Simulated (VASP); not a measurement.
A run of VASP 6.6.1 is set up as follows.

Contents of INCAR:

```
SYSTEM = Ge5W
PREC     = Accurate       ! precision mode
ENCUT    = 600            ! plane-wave cutoff, eV
EDIFF    = 1E-7           ! SCF threshold, eV
ISMEAR   = 0              ! smearing method
SIGMA    = 0.1            ! smearing width, eV
LREAL    = .FALSE.        ! projectors in reciprocal space
LASPH    = .TRUE.         ! aspherical terms in the spheres
NELM     = 60             ! most SCF steps
ALGO     = Normal         ! electronic algorithm
ISIF     = 3              ! what is computed and relaxed
LWAVE    = .FALSE.        ! write WAVECAR
LCHARG   = .FALSE.        ! write CHGCAR
GGA      = PE             ! functional
IBRION   = 2              ! ionic algorithm
NSW      = 90             ! ionic steps
EDIFFG   = -0.04          ! ionic threshold
```

KPOINTS

```
Automatic mesh
0
G
  4 4 4
  0 0 0
```

File POSCAR:

```
Ge5W
1.0
    0.0000000000      4.1077635000      4.1077635000
    4.1077635000      0.0000000000      4.1077635000
    4.1077635000      4.1077635000      0.0000000000
Ge W
5 1
Direct
    0.6366404700      0.6366404700      0.6366404700
    0.6366404700      0.6366404700      0.0900785800
    0.6366404700      0.0900785800      0.6366404700
    0.0900785800      0.6366404700      0.6366404700
    0.0000000000      0.0000000000      0.0000000000
    0.5000000000      0.5000000000      0.5000000000
```

Potentials or basis: VASP PAW PBE potentials, release 64 (Ge_d, W_sv).

Command:

```bash
$ cat potpaw_PBE.64/Ge_d/POTCAR potpaw_PBE.64/W_sv/POTCAR > POTCAR
$ mpirun -np 1 vasp_std > vasp.out
```

(1) Estimate the space group after relaxing (to 0.1 Å).

(2) Predict the relaxed cell.

(3) Predict the relaxed volume.

## Answers

(1) F-43m (No. 216).

(2) a = 6.457 Å, b = 6.457 Å, c = 6.457 Å, α = 60.00°, β = 60.00°, γ = 60.00°.

(3) 31.73 Å³/atom.

Caveat: the volume moved by over 15 % at a fixed basis, so the end points are rough.
